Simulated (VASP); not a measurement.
Wanted: the native input for a VASP 6.6.1 run.

```
Task                   : single point
Functional             : PBE
Potentials or basis    : VASP PAW PBE potentials, release 64 (Ir, F)
Cutoff                 : 520 eV
k mesh                 : 10 × 7 × 1
Occupations            : gaussian, width 0.1 eV
Spin                   : no spin polarisation
Dipole correction      : yes
Further INCAR settings : ALGO = Normal; EDIFF = 1e-06; NBANDS = 30
```

The structure of Ir4F lies in POSCAR:

```
Ir4F
1.0
    2.7367600872      0.0000000000      0.0000000000
    0.0000000000      3.8703632323      0.0000000000
    0.0000000000      0.0000000000     19.4599433740
Ir F
4 1
Direct
    0.5000000000      0.5000000000      0.2055504440
    0.0000000000      0.0000000000      0.2758682253
    0.5000000000      0.5000000000      0.3454282602
    0.0000000000      0.0000000000      0.4090424736
    0.3333333333      0.5000000000      0.4723300911
```

The input as run:

INCAR

```
SYSTEM = Ir4F
  ALGO = Normal
  DIPOL = 0.5 0.5 0.342
  EDIFF = 1E-6
  ENCUT = 520
  GGA = PE
  IDIPOL = 3
  ISIF = 2
  ISMEAR = 0
  LASPH = .TRUE.
  LCHARG = .TRUE.
  LDIPOL = .TRUE.
  LELF = .TRUE.
  LREAL = .FALSE.
  LVACPOTAV = .TRUE.
  LVHAR = .TRUE.
  LWAVE = .FALSE.
  NBANDS = 30
  NELM = 60
  PREC = Accurate
  SIGMA = 0.1
```

KPOINTS

```
k-points
0
G
  10 7 1
  0 0 0
```

Potentials or basis: VASP PAW PBE potentials, release 64 (Ir, F).

The run is started by

```sh
$ cat potpaw_PBE.64/Ir/POTCAR potpaw_PBE.64/F/POTCAR > POTCAR
$ mpirun -np 1 vasp_std > vasp.out
```

Results of the run:

```
Largest force          : 1.422 eV/Å
Band gap on the k mesh : zero (an odd number of electrons rules out a gap without spin polarisation)
```

Caveat: spin-orbit coupling is left out, which moves the levels of the heavy elements; an odd number of electrons without spin polarisation forces a metal; a magnetic or distorted state may lie lower.

Wall time 3.1 min on 1 thread of Intel(R) Xeon(R) Platinum 8488C (Sapphire Rapids), on a shared host, peak memory 0.36 GiB.
